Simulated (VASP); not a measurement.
# Hf (P6_3/mmc) in VASP: a series of runs

The runs below take Hf through single point, with PBE.

Everything below comes from runs of VASP 6.6.1. Logs are shortened: lines on timing, memory, paths and dates and some standing lists are left out, and cuts for length are marked.

### 1 The cell of the first run

Symmetry: P6_3/mmc, No. 194, hexagonal system. Conventional cell: a = 3.375 Å, b = 3.375 Å, c = 4.538 Å, α = 90.00°, β = 90.00°, γ = 120.00°. Within 3.9 Å of Hf (site symmetry -6m2) lie 12 Hf at 2.99 to 3.37 Å.

### 2 Single point, PBE

INCAR reads:

```
SYSTEM = Hf
  PREC = Accurate
  ENCUT = 520
  EDIFF = 1E-7
  ISMEAR = 0
  SIGMA = 0.15
  LREAL = .FALSE.
  LASPH = .TRUE.
  NELM = 80
  ALGO = Fast
  ISIF = 2
  LWAVE = .FALSE.
  LCHARG = .TRUE.
  GGA = PE
  LELF = .TRUE.
  LVHAR = .TRUE.
  NBANDS = 17
```

KPOINTS reads:

```
Automatic mesh
0
G
  18 18 10
  0 0 0
```

POSCAR reads:

```
Hf
1.0
    3.3746497546      0.0000000000      0.0000000000
   -1.6873248773      2.9225324164      0.0000000000
    0.0000000000      0.0000000000      4.5384504950
Hf
2
Direct
    0.3333333333      0.6666666667      0.2500000000
    0.6666666667      0.3333333333      0.7500000000
```

Potentials or basis: VASP PAW PBE potentials, release 64 (Hf_pv).

Started as:

```bash
$ cat potpaw_PBE.64/Hf_pv/POTCAR > POTCAR
$ mpirun -np 1 vasp_std > vasp.out
```

OUTCAR:

```text
SYSTEM = Hf
   PREC = Accurate
   ENCUT = 520
   EDIFF = 1E-7
   ISMEAR = 0
   LREAL = .FALSE.
   LASPH = .TRUE.
   NELM = 80
   ISIF = 2
   GGA = PE

 ion  position               nearest neighbor table
   1  0.333  0.667  0.250-   2 2.99   2 2.99   2 2.99   2 2.99   2 2.99   2 2.99
   2  0.667  0.333  0.750-   1 2.99   1 2.99   1 2.99   1 2.99   1 2.99   1 2.99

  LATTYP: Found a hexagonal cell.
 ALAT       =     3.3746497546
 C/A-ratio  =     1.3448656379

  Lattice vectors:

 A1 = (   3.3746497546,   0.0000000000,   0.0000000000)
 A2 = (  -1.6873248773,   2.9225324164,   0.0000000000)
 A3 = (   0.0000000000,   0.0000000000,   4.5384504950)

Analysis of symmetry for initial positions (statically):
=====================================================================
 Subroutine PRICEL returns:
 Original cell was already a primitive cell.

 Routine SETGRP: Setting up the symmetry group for a
 hexagonal supercell.

 Subroutine GETGRP returns: Found 24 space group operations
 (whereof 12 operations were pure point group operations)
 out of a pool of 24 trial point group operations.

The static configuration has the point symmetry D_3d.
 The point group associated with its full space group is D_6h.

Analysis of symmetry for dynamics (positions and initial velocities):
=====================================================================
 Subroutine PRICEL returns:
 Original cell was already a primitive cell.

 Routine SETGRP: Setting up the symmetry group for a
 hexagonal supercell.

 Subroutine GETGRP returns: Found 24 space group operations
 (whereof 12 operations were pure point group operations)
 out of a pool of 24 trial point group operations.

The dynamic configuration has the point symmetry D_3d.
 The point group associated with its full space group is D_6h.

 Subroutine INISYM returns: Found 24 space group operations
 (whereof 12 operations are pure point group operations),
 and found     1 'primitive' translations

----------------------------------------------------------------------------------------

                                     Primitive cell

  volume of cell :      44.7606

  direct lattice vectors                    reciprocal lattice vectors
     3.374649755  0.000000000  0.000000000     0.296327048  0.171084501  0.000000000
    -1.687324877  2.922532416  0.000000000     0.000000000  0.342169002  0.000000000
     0.000000000  0.000000000  4.538450495     0.000000000  0.000000000  0.220339519

  length of vectors
     3.374649755  3.374649755  4.538450495     0.342169002  0.342169002  0.220339519

  position of ions in fractional coordinates (direct lattice)
     0.333333333  0.666666667  0.250000000
     0.666666667  0.333333333  0.750000000

  ion indices of the primitive-cell ions
   primitive index   ion index
                 1           1
                 2           2

----------------------------------------------------------------------------------------

 KPOINTS: Automatic mesh

Automatic generation of k-mesh.
 Grid dimensions read from file:
 generate k-points for:   18   18   10

 Generating k-lattice:

  Cartesian coordinates                     Fractional coordinates (reciprocal lattice)
     0.016462614  0.009504694  0.000000000     0.055555556  0.000000000  0.000000000
     0.000000000  0.019009389  0.000000000     0.000000000  0.055555556  0.000000000
     0.000000000  0.000000000  0.022033952     0.000000000  0.000000000  0.100000000

  Length of vectors
     0.019009389  0.019009389  0.022033952

  Shift w.r.t. Gamma in fractional coordinates (k-lattice)
     0.000000000  0.000000000  0.000000000

 Subroutine IBZKPT returns following result:
 ===========================================

 Found    222 irreducible k-points:

 Following reciprocal coordinates:
            Coordinates               Weight
  0.000000  0.000000  0.000000      1.000000
  0.055556  0.000000  0.000000      6.000000
  0.111111  0.000000  0.000000      6.000000
  0.166667  0.000000  0.000000      6.000000
  0.222222  0.000000  0.000000      6.000000
  0.277778  0.000000  0.000000      6.000000
[... 16 lines left out ...]
  0.333333  0.111111  0.000000     12.000000
  0.388889  0.111111  0.000000     12.000000
 [... further k-points ...]
   k-points           NKPTS =    222   k-points in BZ     NKDIM =    222   number of bands    NBANDS=     17
   number of dos      NEDOS =    301   number of ions     NIONS =      2
   total plane-waves  NPLWV =  28224
   dimension x,y,z NGX =    28 NGY =   28 NGZ =   36
   dimension x,y,z NGXF=    56 NGYF=   56 NGZF=   72
   ions per type =               2
   NGX,Y,Z   is equivalent  to a cutoff of  13.79, 13.79, 13.19 a.u.
   NGXF,Y,Z  is equivalent  to a cutoff of  27.59, 27.59, 26.37 a.u.
 SYSTEM =  Hf
   PREC   = accura    normal or accurate (medium, high low for compatibility)
   ISTART =      0    job   : 0-new  1-cont  2-samecut
   ICHARG =      2    charge: 1-file 2-atom 10-const
   ISPIN  =      1    spin polarized calculation?
   LNONCOLLINEAR =      F non collinear calculations
   LSORBIT =      F    spin-orbit coupling
   LASPH  =      T    aspherical Exc in radial PAW
   ENCUT  =  520.0 eV  38.22 Ry    6.18 a.u.   6.27  6.27  8.44*2*pi/ulx,y,z
   NELM   =     80;   NELMIN=  2; NELMDL= -5     # of ELM steps
   EDIFF  = 0.1E-06   stopping-criterion for ELM
   LREAL  =      F    real-space projection
   EDIFFG = 0.1E-05   stopping-criterion for IOM
   NSW    =      0    number of steps for IOM
   IBRION =     -1    ionic relax: 0-MD 1-quasi-New 2-CG
   NFREE  =      0    steps in history (QN), initial steepest desc. (CG)
   ISIF   =      2    stress and relaxation
   ISYM   =      2    0-nonsym 1-usesym 2-fastsym
   POTIM  = 0.5000    time-step for ionic-motion
   TEBEG  =    0.0;   TEEND  =   0.0 temperature during run
   PSTRESS=    0.0 pullay stress
   NELECT =      20.0000    total number of electrons
   NUPDOWN=      -1.0000    fix difference up-down
   EMIN   =  10.00;   EMAX   =-10.00  energy-range for DOS
   EFERMI =   0.00;   METHOD = LEGACY
   ISMEAR =     0;   SIGMA  =   0.15  broadening in eV -4-tet -1-fermi 0-gaus
   EFERMI_NEDOS =   21; number of points for ismear=-14 and -15
   IALGO  =     68    algorithm
   IMIX   =      4    mixing-type and parameters
     AMIX     =   0.40;   BMIX     =  1.00
     AMIX_MAG =   1.60;   BMIX_MAG =  1.00
  volume/ion in A,a.u.               =      22.38       151.03
  Fermi-wavevector in a.u.,A,eV,Ry     =   1.251564  2.365112 21.312324  1.566412
  Thomas-Fermi vector in A             =   2.385505
   LORBIT       =      0    0 simple, 1 ext, 2 COOP (PROOUT), +10 PAW based schemes
   GGA     = PE    functional components
   LHFCALC =     F    Hartree Fock is set to
   AEXX    =    0.0000 exact exchange contribution
   IVDW    =     0    specifies the selected vdW correction
   LEPSILON=     F    determine dielectric tensor
   LRPA    =     F    only Hartree local field effects (RPA)
 non-spin polarized calculation
 RMM-DIIS sequential band-by-band and
 Gauss-broadening in eV      SIGMA  =   0.15
  energy-cutoff  :      520.00
  volume of cell :       44.76
 maximum number of plane-waves:      1223
 NGX is ok and might be reduce to    28

 number of electron      19.9999998 magnetization

 Free energy of the ion-electron system (eV)
  ---------------------------------------------------
  ext. energy  EPLUGINS =         0.00000000
  ---------------------------------------------------
  free energy    TOTEN  =       -19.57211257 eV

  energy without entropy =      -19.55524212  energy(sigma->0) =      -19.56367735

 E-fermi :   4.8716     XC(G=0): -11.2666

 val. band max:        4.8586738698   @ k =   0.1667   0.0556   0.0000
 cond. band min:       4.8747070207   @ k =   0.3889   0.0556   0.0000
 fundamental gap:      0.0160331509
 Fermi energy:         4.8715986356

 k-point     1 :       0.0000    0.0000    0.0000
  band No.  band energies     occupation
      1     -26.3548      2.00000
      2     -25.6390      2.00000
      3     -25.6390      2.00000
      4     -25.3675      2.00000
      5     -25.3675      2.00000
      6     -25.2346      2.00000
[... 9 lines left out ...]
     16       7.7989      0.00000
     17      10.0356      0.00000

 k-point     2 :       0.0556    0.0000    0.0000
  band No.  band energies     occupation
      1     -26.3464      2.00000
      2     -25.6483      2.00000
      3     -25.6441      2.00000
      4     -25.3790      2.00000
      5     -25.3671      2.00000
      6     -25.2413      2.00000
[... 9 lines left out ...]
     16       7.9613      0.00000
     17      10.1273      0.00000

 k-point     3 :       0.1111    0.0000    0.0000
  band No.  band energies     occupation
      1     -26.3216      2.00000
      2     -25.6755      2.00000
      3     -25.6587      2.00000
      4     -25.4117      2.00000
      5     -25.3663      2.00000
      6     -25.2613      2.00000
[... 9 lines left out ...]
     16       8.3277      0.00000
     17      10.3713      0.00000

 k-point     4 :       0.1667    0.0000    0.0000
  band No.  band energies     occupation
      1     -26.2816      2.00000
      2     -25.7175      2.00000
      3     -25.6803      2.00000
      4     -25.4607      2.00000
      5     -25.3658      2.00000
      6     -25.2938      2.00000
[... 9 lines left out ...]
     16       8.7536      0.00000
     17      10.7028      0.00000
[... 343 lines left out ...]
      1     -26.0756      2.00000
      2     -25.8797      2.00000
      3     -25.7841      2.00000
      4     -25.6194      2.00000
      5     -25.4691      2.00000
      6     -25.3910      2.00000
[... 9 lines left out ...]
     16      10.0757      0.00000
     17      11.7209      0.00000

 k-point    23 :       0.3333    0.1111    0.0000
  band No.  band energies     occupation
      1     -26.0075      2.00000
      2     -25.9254      2.00000
      3     -25.7919      2.00000
      4     -25.6632      2.00000
      5     -25.5302      2.00000
      6     -25.3955      2.00000
[... 9 lines left out ...]
     16      10.4211      0.00000
     17      11.9606      0.00000

 k-point    24 :       0.3889    0.1111    0.0000
  band No.  band energies     occupation
      1     -25.9553      2.00000
      2     -25.9512      2.00000
      3     -25.7922      2.00000
      4     -25.6960      2.00000
      5     -25.5818      2.00000
      6     -25.3984      2.00000
[... 9 lines left out ...]
     16      10.7316      0.00000
     17      11.4395      0.00000

 [... further k-points ...]
[... 5 lines left out ...]
  --------------------------------------------------------------------------------------
  -------------------------------------------------------------------------------------
  Total       -1.0888582     -1.0888582      3.7224846     -0.0000000     -0.0000000      0.0000000
  in kB      -38.9750113    -38.9750113    133.2440569     -0.0000000     -0.0000000      0.0000000
  external PRESSURE =      18.4313447 kB  Pullay stress =       0.0000000 kB

 VOLUME and BASIS-vectors are now :
 -----------------------------------------------------------------------------
  energy-cutoff  :      520.00
  volume of cell :       44.76
      direct lattice vectors                 reciprocal lattice vectors
     3.374649755  0.000000000  0.000000000     0.296327048  0.171084501  0.000000000
    -1.687324877  2.922532416  0.000000000     0.000000000  0.342169002  0.000000000
     0.000000000  0.000000000  4.538450495     0.000000000  0.000000000  0.220339519

 POSITION                                       TOTAL-FORCE (eV/Angst)
 -----------------------------------------------------------------------------------
     -0.00000      1.94835      1.13461        -0.000000     -0.000000      0.000000
      1.68732      0.97418      3.40384         0.000000      0.000000      0.000000
 -----------------------------------------------------------------------------------
    total drift:                               -0.000000      0.000000     -0.000000

  FREE ENERGIE OF THE ION-ELECTRON SYSTEM (eV)
  ---------------------------------------------------
  free  energy   TOTEN  =       -19.5721125746 eV

  energy  without entropy=      -19.5552421249  energy(sigma->0) =      -19.56367735
```

Wall time 3.6 min (1 thread of AMD EPYC 9R45 (Zen 5), shared host); peak memory 0.24 GiB.

Results:

```
Free energy            : -19.5721 eV
Pressure               : 1.8 GPa
Band gap on the k mesh : zero (band 10 reaches 5.89 eV, above the bottom of band 11 at 4.48 eV)
```

Caveat: spin-orbit coupling is left out, which moves the levels of the heavy elements.

### 3 Single point, PBE

This run uses another cell than the first one, of the same volume but with other edges.

INCAR reads:

```
SYSTEM = Hf
PREC = Accurate
ENCUT = 520
EDIFF = 1E-6
ISMEAR = 0
SIGMA = 0.15
LREAL = .FALSE.
LASPH = .TRUE.
NELM = 100
ALGO = Fast
ISIF = 2
LWAVE = .FALSE.
LCHARG = .FALSE.
GGA = PE
NBANDS = 17
```

KPOINTS is that of step 2.

POSCAR reads:

```
Hf
1.0
    3.0082084847      0.0000000000      0.0000000000
   -1.5041042424      2.6051849677      0.0000000000
    0.0000000000      0.0000000000      5.7114864322
Hf
2
Direct
    0.3333333333      0.6666666667      0.2500000000
    0.6666666667      0.3333333333      0.7500000000
```

Potentials or basis: VASP PAW PBE potentials, release 64 (Hf_pv).

Started as:

```bash
$ cat potpaw_PBE.64/Hf_pv/POTCAR > POTCAR
$ mpirun -np 1 vasp_std > vasp.out
```

Wall time 1.8 min (1 thread of AMD EPYC 9R45 (Zen 5), shared host); peak memory 0.24 GiB.

It converged, with:

```
Free energy            : -19.5252 eV
Pressure               : 0.7 GPa
Band gap on the k mesh : zero (band 10 reaches 4.92 eV, above the bottom of band 11 at 4.53 eV)
```

Stress tensor (GPa, compression positive):
```
 6.00  0.00  0.00
 0.00  6.00  0.00
 0.00  0.00 -9.97
```

Levels at points of the mesh, in eV from the Fermi level:
| k point | band 7 | band 8 | band 9 | band 10 | band 11 | band 12 | band 13 | band 14 |
| --- | --- | --- | --- | --- | --- | --- | --- | --- |
| (0.00, 0.00, 0.00) | -7.24 | -4.20 | -0.53 | -0.10 | 1.61 | 1.61 | 2.02 | 2.02 |
| (0.50, 0.00, 0.00) | -3.14 | -2.79 | -2.30 | 0.07 | 0.08 | 0.96 | 2.22 | 5.84 |
| (0.00, 0.00, 0.50) | -5.77 | -5.77 | -0.66 | -0.66 | 1.70 | 1.70 | 1.70 | 1.70 |
| (0.50, 0.00, 0.50) | -3.28 | -3.28 | -1.38 | -1.38 | 1.58 | 1.58 | 3.58 | 3.58 |

Caveat: spin-orbit coupling is left out, which moves the levels of the heavy elements.
